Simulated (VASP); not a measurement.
# O: single point with PBEsol

The system is O.

```xyz
1
Lattice="0.0000 1.4119 1.4119 1.4119 0.0000 1.4119 1.4119 1.4119 0.0000" Properties=species:S:1:pos:R:3 pbc="T T T"
O     0.0000    0.0000    0.0000
```

This cell differs from its parent crystal: volume scaled by 0.75.

```yaml
Program: VASP 6.6.1
Task: single point
Functional: PBEsol
Potentials_or_basis: VASP PAW PBE potentials, release 64 (O)
Cutoff: 520 eV
k_mesh: 18 × 18 × 18
Occupations: fermi-dirac, width 0.08 eV
Spin: no spin polarisation
```

```json
{"Pressure": "94.7 GPa", "Band gap on the k mesh": "zero (band 3 reaches 10.04 eV, above the bottom of band 4 at 4.24 eV)"}
```

Levels at points of the mesh, in eV from the Fermi level:
```
           k point  band 1  band 2  band 3  band 4  band 5  band 6  band 7
(0.00, 0.00, 0.00)  -25.73    3.04    3.04    3.04   25.61   38.98   38.98
(0.50, 0.00, 0.00)  -18.19  -10.60    1.76    1.76   25.79   30.64   35.91
(0.50, 0.50, 0.00)  -15.47   -8.93   -1.22   -1.22   17.80   22.80   37.11
```

Run time: 11 s on 1 thread of AMD EPYC 7R43 64-Core Processor (Zen 3), with other jobs on the host, peak memory 0.07 GiB.

Caveat: the PAW data sets were made with another functional, which shifts forces and pressure a little.
